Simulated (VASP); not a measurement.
Set up this calculation in VASP 6.6.1, as the native input.

* Task: single point
* Functional: PBE
* Dispersion: D3(BJ)
* Potentials or basis: VASP PAW PBE potentials, release 64 (Ge_d)
* Cutoff: 520 eV
* k mesh: 12 × 12 × 1
* Occupations: gaussian, width 0.1 eV
* Spin: no spin polarisation
* Dipole correction: yes
* Further INCAR settings: ALGO = Normal; EDIFF = 1e-07; NBANDS = 21

The structure of Ge lies in POSCAR:

```
Ge
1.0
    3.8360000000      0.0000000000      0.0000000000
   -1.9180000000      3.3220734489      0.0000000000
    0.0000000000      0.0000000000     28.0000000000
Ge
2
Direct
    0.3333333333      0.6666666667      0.5026250000
    0.6666666667      0.3333333333      0.4973750000
```

One way to write it, as run:

INCAR

```
ALGO     = Normal         # electronic algorithm
DIPOL    = 0.5 0.5 0.500
EDIFF    = 1E-7           # SCF threshold, eV
ENCUT    = 520            # plane-wave cutoff, eV
GGA      = PE             # functional
IDIPOL   = 3            
ISIF     = 2              # what is computed and relaxed
ISMEAR   = 0              # smearing method
IVDW     = 12             # dispersion correction
LASPH    = T              # aspherical terms in the spheres
LCHARG   = T              # write CHGCAR
LDIPOL   = T            
LELF     = T              # ELF
LREAL    = F              # projectors in reciprocal space
LVACPOTAV= T            
LVHAR    = T            
LWAVE    = F              # write WAVECAR
NBANDS   = 21             # bands
NELM     = 60             # most SCF steps
PREC     = Accurate       # precision mode
SIGMA    = 0.1            # smearing width, eV
```

KPOINTS

```
k-points
0
Gamma
  12 12 1
```

Potentials or basis: VASP PAW PBE potentials, release 64 (Ge_d).

The run is started by

```sh
$ cat potpaw_PBE.64/Ge_d/POTCAR > POTCAR
$ mpirun -np 1 vasp_std > vasp.out
```

It gave:

```
Largest force                   : 0.480 eV/Å
Band gap on the k mesh          : zero (filled and empty bands touch)
Dispersion energy per atom      : -0.170 eV
Work function of the upper face : 4.29 eV
Work function of the lower face : 4.29 eV
```

Wall time 2.4 min on 1 thread of Intel(R) Xeon(R) 6975P-C (Granite Rapids), on a shared host, peak memory 0.48 GiB.
